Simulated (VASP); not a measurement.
# AlFe3B (Pm-3m) in VASP: notebook

Runs on AlFe3B. Level: PBEsol. Tasks: single point.

Everything below comes from runs of VASP 6.6.1. Logs are shortened: lines on timing, memory, paths and dates and some standing lists are left out, and cuts for length are marked.

### 1 The cell of the first run

Symmetry: Pm-3m, No. 221, cubic system. The conventional cell has a = 3.822 Å, b = 3.822 Å, c = 3.822 Å, α = 90.00°, β = 90.00°, γ = 90.00°. Within 2.5 Å of Fe (site symmetry 4/mmm) lie 2 B at 1.91 Å. Al (site symmetry m-3m) has 12 Fe at 2.70 Å and 8 B at 3.31 Å within 3.6 Å. Within 2.5 Å of B (site symmetry m-3m) lie 6 Fe at 1.91 Å.

### 2 Single point, PBEsol, collinear spin, ferromagnetic start

The input, INCAR:

```
PREC = Accurate
ENCUT = 520
EDIFF = 1E-6
ISMEAR = -1
SIGMA = 0.05
LREAL = F
LASPH = T
NELM = 150
ALGO = Normal
ISIF = 2
LWAVE = F
LCHARG = F
ISPIN = 2
MAGMOM = 1.5 1.5 1.5 0 0
LORBIT = 11
NUPDOWN = 4.5
LMAXMIX = 4
GGA = PS
NBANDS = 27
```

The input, KPOINTS:

```
Automatic mesh
0
Gamma
  6 6 6
```

The input, POSCAR:

```
AlFe3B
1.0
    3.8223220000      0.0000000000      0.0000000000
    0.0000000000      3.8223220000      0.0000000000
    0.0000000000      0.0000000000      3.8223220000
Fe Al B
3 1 1
Direct
    0.0000000000      0.0000000000      0.5000000000
    0.0000000000      0.5000000000      0.0000000000
    0.5000000000      0.0000000000      0.0000000000
    0.5000000000      0.5000000000      0.5000000000
    0.0000000000      0.0000000000      0.0000000000
```

Potentials or basis: VASP PAW PBE potentials, release 64 (Fe, Al, B).

The run is started by

```console
cat potpaw_PBE.64/Fe/POTCAR potpaw_PBE.64/Al/POTCAR potpaw_PBE.64/B/POTCAR > POTCAR
mpirun -np 1 vasp_std > vasp.out
```

OUTCAR:

```text
PREC = Accurate
   ENCUT = 520
   EDIFF = 1E-6
   ISMEAR = -1
   LREAL = F
   LASPH = T
   NELM = 150
   ISIF = 2
   ISPIN = 2
   LORBIT = 11
   NUPDOWN = 4.5
   GGA = PS

 ion  position               nearest neighbor table
   1  0.000  0.000  0.500-   5 1.91   5 1.91   4 2.70   2 2.70   2 2.70   3 2.70   3 2.70   2 2.70
                             4 2.70   2 2.70   3 2.70   4 2.70   3 2.70   4 2.70
   2  0.000  0.500  0.000-   5 1.91   5 1.91   4 2.70   1 2.70   1 2.70   4 2.70   1 2.70   3 2.70
                             3 2.70   1 2.70   3 2.70   4 2.70   4 2.70   3 2.70
   3  0.500  0.000  0.000-   5 1.91   5 1.91   4 2.70   1 2.70   1 2.70   4 2.70   2 2.70   4 2.70
                             4 2.70   1 2.70   2 2.70   2 2.70   1 2.70   2 2.70
   4  0.500  0.500  0.500-   1 2.70   2 2.70   3 2.70   2 2.70   3 2.70   1 2.70   3 2.70   3 2.70
                             1 2.70   2 2.70   2 2.70   1 2.70
   5  0.000  0.000  0.000-   1 1.91   2 1.91   3 1.91   1 1.91   2 1.91   3 1.91

  LATTYP: Found a simple cubic cell.
 ALAT       =     3.8223220000

  Lattice vectors:

 A1 = (   3.8223220000,   0.0000000000,   0.0000000000)
 A2 = (   0.0000000000,   3.8223220000,   0.0000000000)
 A3 = (   0.0000000000,   0.0000000000,   3.8223220000)

Analysis of symmetry for initial positions (statically):
=====================================================================
 Subroutine PRICEL returns:
 Original cell was already a primitive cell.

 Routine SETGRP: Setting up the symmetry group for a
 simple cubic supercell.

 Subroutine GETGRP returns: Found 48 space group operations
 (whereof 48 operations were pure point group operations)
 out of a pool of 48 trial point group operations.

The static configuration has the point symmetry O_h .

Analysis of symmetry for dynamics (positions and initial velocities):
=====================================================================
 Subroutine PRICEL returns:
 Original cell was already a primitive cell.

 Routine SETGRP: Setting up the symmetry group for a
 simple cubic supercell.

 Subroutine GETGRP returns: Found 48 space group operations
 (whereof 48 operations were pure point group operations)
 out of a pool of 48 trial point group operations.

The dynamic configuration has the point symmetry O_h .

Analysis of structural, dynamic, and magnetic symmetry:
=====================================================================
 Subroutine PRICEL returns:
 Original cell was already a primitive cell.

 Routine SETGRP: Setting up the symmetry group for a
 simple cubic supercell.

 Subroutine GETGRP returns: Found 48 space group operations
 (whereof 48 operations were pure point group operations)
 out of a pool of 48 trial point group operations.

The overall configuration has the point symmetry O_h .

 Subroutine INISYM returns: Found 48 space group operations
 (whereof 48 operations are pure point group operations),
 and found     1 'primitive' translations

----------------------------------------------------------------------------------------

                                     Primitive cell

  volume of cell :      55.8447

  direct lattice vectors                    reciprocal lattice vectors
     3.822322000  0.000000000  0.000000000     0.261621077  0.000000000  0.000000000
     0.000000000  3.822322000  0.000000000     0.000000000  0.261621077  0.000000000
     0.000000000  0.000000000  3.822322000     0.000000000  0.000000000  0.261621077

  length of vectors
     3.822322000  3.822322000  3.822322000     0.261621077  0.261621077  0.261621077

  position of ions in fractional coordinates (direct lattice)
     0.000000000  0.000000000  0.500000000
     0.000000000  0.500000000  0.000000000
     0.500000000  0.000000000  0.000000000
     0.500000000  0.500000000  0.500000000
     0.000000000  0.000000000  0.000000000

  ion indices of the primitive-cell ions
   primitive index   ion index
                 1           1
                 2           2
                 3           3
                 4           4
                 5           5

----------------------------------------------------------------------------------------

 KPOINTS: Automatic mesh

Automatic generation of k-mesh.
 Grid dimensions read from file:
[... 26 lines left out ...]
  0.166667  0.166667  0.000000     12.000000
  0.333333  0.166667  0.000000     24.000000
[... 12 lines left out ...]
  0.500000  0.500000  0.333333      6.000000
  0.500000  0.500000  0.500000      1.000000
   k-points           NKPTS =     20   k-points in BZ     NKDIM =     20   number of bands    NBANDS=     27
   number of dos      NEDOS =    301   number of ions     NIONS =      5
   total plane-waves  NPLWV =  21952
   dimension x,y,z NGX =    28 NGY =   28 NGZ =   28
   dimension x,y,z NGXF=    56 NGYF=   56 NGZF=   56
   ions per type =               3   1   1
   NGX,Y,Z   is equivalent  to a cutoff of  12.18, 12.18, 12.18 a.u.
   NGXF,Y,Z  is equivalent  to a cutoff of  24.36, 24.36, 24.36 a.u.
 SYSTEM =  unknown system
   PREC   = accura    normal or accurate (medium, high low for compatibility)
   ISTART =      0    job   : 0-new  1-cont  2-samecut
   ICHARG =      2    charge: 1-file 2-atom 10-const
   ISPIN  =      2    spin polarized calculation?
   LNONCOLLINEAR =      F non collinear calculations
   LSORBIT =      F    spin-orbit coupling
   LASPH  =      T    aspherical Exc in radial PAW
   ENCUT  =  520.0 eV  38.22 Ry    6.18 a.u.   7.11  7.11  7.11*2*pi/ulx,y,z
   NELM   =    150;   NELMIN=  2; NELMDL= -5     # of ELM steps
   EDIFF  = 0.1E-05   stopping-criterion for ELM
   LREAL  =      F    real-space projection
   EDIFFG = 0.1E-04   stopping-criterion for IOM
   NSW    =      0    number of steps for IOM
   IBRION =     -1    ionic relax: 0-MD 1-quasi-New 2-CG
   NFREE  =      0    steps in history (QN), initial steepest desc. (CG)
   ISIF   =      2    stress and relaxation
   ISYM   =      2    0-nonsym 1-usesym 2-fastsym
   POTIM  = 0.5000    time-step for ionic-motion
   TEBEG  =    0.0;   TEEND  =   0.0 temperature during run
   PSTRESS=    0.0 pullay stress
   NELECT =      30.0000    total number of electrons
   NUPDOWN=       4.5000    fix difference up-down
   EMIN   =  10.00;   EMAX   =-10.00  energy-range for DOS
   EFERMI =   0.00;   METHOD = LEGACY
   ISMEAR =    -1;   SIGMA  =   0.05  broadening in eV -4-tet -1-fermi 0-gaus
   EFERMI_NEDOS =   21; number of points for ismear=-14 and -15
   IALGO  =     38    algorithm
   IMIX   =      4    mixing-type and parameters
     AMIX     =   0.40;   BMIX     =  1.00
     AMIX_MAG =   1.60;   BMIX_MAG =  1.00
  volume/ion in A,a.u.               =      11.17        75.37
  Fermi-wavevector in a.u.,A,eV,Ry     =   1.330826  2.514897 24.097253  1.771098
  Thomas-Fermi vector in A             =   2.459884
   LORBIT       =     11    0 simple, 1 ext, 2 COOP (PROOUT), +10 PAW based schemes
   GGA     = PS    functional components
   LHFCALC =     F    Hartree Fock is set to
   AEXX    =    0.0000 exact exchange contribution
   IVDW    =     0    specifies the selected vdW correction
   LEPSILON=     F    determine dielectric tensor
   LRPA    =     F    only Hartree local field effects (RPA)
 spin polarized calculation
  energy-cutoff  :      520.00
  volume of cell :       55.84
 maximum number of plane-waves:      1518
   NGX = 15   NGY = 15   NGZ = 15

 number of electron      29.9999948 magnetization       4.4999991

 Free energy of the ion-electron system (eV)
  ---------------------------------------------------
  ext. energy  EPLUGINS =         0.00000000
  ---------------------------------------------------
  free energy    TOTEN  =       -38.66971152 eV

  energy without entropy =      -38.62649524  energy(sigma->0) =      -38.64810338

 E-fermi :   6.4695     XC(G=0): -12.3699

 val. band max:        6.6995534333   @ k =   0.1667   0.1667   0.0000
 cond. band min:       6.4813173063   @ k =   0.5000   0.1667   0.0000
 fundamental gap:     -0.2182361270
 Fermi energy:         6.7045756257

 spin component 1

 k-point     1 :       0.0000    0.0000    0.0000
  band No.  band energies     occupation
      1      -4.3204      1.00000
      2      -0.2437      1.00000
      3       2.8989      1.00000
      4       2.8989      1.00000
      5       2.8989      1.00000
      6       3.0860      1.00000
[... 589 lines left out ...]
     26      18.7421      0.00000
     27      22.2103      0.00000
 Fermi energy:         6.4694990033

 spin component 2

 k-point     1 :       0.0000    0.0000    0.0000
  band No.  band energies     occupation
      1      -4.2950      1.00000
      2       0.0445      1.00000
      3       4.0757      1.00000
      4       4.0757      1.00000
      5       4.1486      1.00000
      6       4.1486      1.00000
[... 589 lines left out ...]
     26      18.9373      0.00000
     27      22.2507      0.00000

------------------------ aborting loop because EDIFF is reached ----------------------------------------

  FORCE on cell =-STRESS in cart. coord.  units (eV):
  Direction    XX          YY          ZZ          XY          YZ          ZX
  --------------------------------------------------------------------------------------
  -------------------------------------------------------------------------------------
  Total       -2.0050610     -2.0050610     -2.0050610      0.0000000     -0.0000000      0.0000000
  in kB      -57.5249652    -57.5249652    -57.5249652      0.0000000     -0.0000000      0.0000000
  external PRESSURE =     -57.5249652 kB  Pullay stress =       0.0000000 kB

 VOLUME and BASIS-vectors are now :
 -----------------------------------------------------------------------------
  energy-cutoff  :      520.00
  volume of cell :       55.84
      direct lattice vectors                 reciprocal lattice vectors
     3.822322000  0.000000000  0.000000000     0.261621077  0.000000000  0.000000000
     0.000000000  3.822322000  0.000000000     0.000000000  0.261621077  0.000000000
     0.000000000  0.000000000  3.822322000     0.000000000  0.000000000  0.261621077

 POSITION                                       TOTAL-FORCE (eV/Angst)
 -----------------------------------------------------------------------------------
      0.00000      0.00000      1.91116         0.000000      0.000000      0.000000
      0.00000      1.91116      0.00000         0.000000      0.000000      0.000000
      1.91116      0.00000      0.00000         0.000000      0.000000      0.000000
      1.91116      1.91116      1.91116         0.000000      0.000000      0.000000
      0.00000      0.00000      0.00000         0.000000      0.000000      0.000000
 -----------------------------------------------------------------------------------
    total drift:                               -0.000000      0.000000     -0.000000

  FREE ENERGIE OF THE ION-ELECTRON SYSTEM (eV)
  ---------------------------------------------------
  free  energy   TOTEN  =       -38.6697115185 eV

  energy  without entropy=      -38.6264952397  energy(sigma->0) =      -38.64810338

 total charge

# of ion       s       p       d       tot
------------------------------------------
    1        0.450   0.609   6.402   7.461
    2        0.450   0.609   6.402   7.461
    3        0.450   0.609   6.402   7.461
    4        0.385   0.352   0.000   0.737
    5        0.807   1.311   0.000   2.118
--------------------------------------------------
tot          2.541   3.490  19.205  25.236

 magnetization (x)

# of ion       s       p       d       tot
------------------------------------------
    1       -0.004  -0.021   1.621   1.596
    2       -0.004  -0.021   1.621   1.596
    3       -0.004  -0.021   1.621   1.596
    4       -0.018  -0.043   0.000  -0.061
    5       -0.020  -0.113   0.000  -0.133
--------------------------------------------------
tot         -0.052  -0.218   4.862   4.593
```

Wall time 88 s (1 thread of Intel Xeon Platinum 8259CL at 2.50GHz (Skylake/Cascade Lake), shared host); peak memory 0.2 GiB.

What came out:

```
Free energy                                           : -38.6697 eV
Pressure                                              : -5.8 GPa
Net moment                                            : 4.50 μB per cell
Site moments                                          : Fe +1.60; Al -0.06; B -0.13 μB
Valence electrons inside the program's atomic spheres : Fe 7.46; Al 0.74; B 2.12
```

Caveat: the cell stands under tension; the PAW data sets were made with another functional, which shifts forces and pressure a little; the total moment is fixed, so each spin has its own Fermi level and the state may be an excited one.

[end of part 1 of 3]
